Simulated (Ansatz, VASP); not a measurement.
**P in VASP and in Ansatz**

```
CELL_PARAMETERS angstrom
-1.74226 2.59062 1.85894
1.74226 -2.59062 1.85894
1.74226 2.59062 -1.85894
ATOMIC_POSITIONS crystal
P 0.80331 0.05331 0.75000
P 0.19669 0.94669 0.25000
```

Change from the starting cell: strain +0.030 along x and y, +0.000 along z, atoms carried along.

Alike in both runs: task single point; functional PBEsol; k mesh 18 × 18 × 18; occupations gaussian, width 0.15 eV; no spin polarisation.

|  | VASP | Ansatz |
| --- | --- | --- |
| version | VASP 6.6.1 | Ansatz 0.2.0 |
| potentials or method | VASP PAW PBE potentials, release 64 (P), cutoff 520 eV | scalar-relativistic, plane waves, PAW |
| valence electrons in the cell | 10 | 10 |

VASP gave:

```
gap on the k mesh at the Fermi level (eV)                     : none
pressure (GPa)                                                : -6.3
traceless stress, the component that is largest in VASP (GPa) : 3.45
rms of the force components (eV/Å)                            : 0.076
```

Question: What did Ansatz give for the same quantities?

Answer: gap on the k mesh at the Fermi level (eV): none; pressure (GPa): -6.3; traceless stress, the component that is largest in VASP (GPa): 3.42; rms of the force components (eV/Å): 0.094.

VASP's potentials were made for PBE, not for PBEsol. Atom by atom the forces differ by 0.018 eV/Å (rms over components). A gap of «none» marks a metal or a gap that the smearing closes. The functional is the same, so the differences come from potentials, cutoffs and numerics.
